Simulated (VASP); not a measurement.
Here is a VASP 6.6.1 calculation.

INCAR

```
SYSTEM = Mg2Ge3N
PREC = Accurate ; ENCUT = 520
EDIFF = 1E-7 ; ISMEAR = 0
SIGMA = 0.1 ; LREAL = .FALSE.
LASPH = .TRUE. ; NELM = 100
ALGO = Normal ; ISIF = 2
LWAVE = .FALSE. ; LCHARG = .FALSE.
GGA = PE ; NBANDS = 34
```

KPOINTS

```
regular mesh
0
G
  6 6 2
  0 0 0
```

The input POSCAR:

```
Mg2Ge3N
1.0
    3.2737456200      0.0000000000      0.0000000000
   -1.6368728100      2.8351468700      0.0000000000
    0.0000000000      0.0000000000      9.0075133700
Mg Ge N
2 3 1
Direct
    0.6666666700      0.3333333300      0.3583869900
    0.3333333300      0.6666666700      0.6416130100
    0.6666666700      0.3333333300      0.7769010100
    0.3333333300      0.6666666700      0.2230989900
    0.0000000000      0.0000000000      0.5000000000
    0.0000000000      0.0000000000      0.0000000000
```

Potentials or basis: VASP PAW PBE potentials, release 64 (Mg, Ge_d, N).

Command:

```sh
$ cat potpaw_PBE.64/Mg/POTCAR potpaw_PBE.64/Ge_d/POTCAR potpaw_PBE.64/N/POTCAR > POTCAR
$ mpirun -np 1 vasp_std > vasp.out
```

Estimate the largest force.

8.113 eV/Å.

Estimate the pressure.

51.3 GPa.

What does it give for the band gap on the k mesh?

Zero (an odd number of electrons rules out a gap without spin polarisation).

Forces in eV/Å, atoms in the order of the input:
```
Mg   0.000  0.000  0.937
Mg   0.000  0.000 -0.937
Ge   0.000  0.000  8.113
Ge   0.000  0.000 -8.113
Ge   0.000  0.000  0.000
N    0.000  0.000  0.000
```

Caveat: the k points lie up to 0.37 Å⁻¹ apart, too coarse for converged energies and pressures of a metal; an odd number of electrons without spin polarisation forces a metal; a magnetic or distorted state may lie lower.
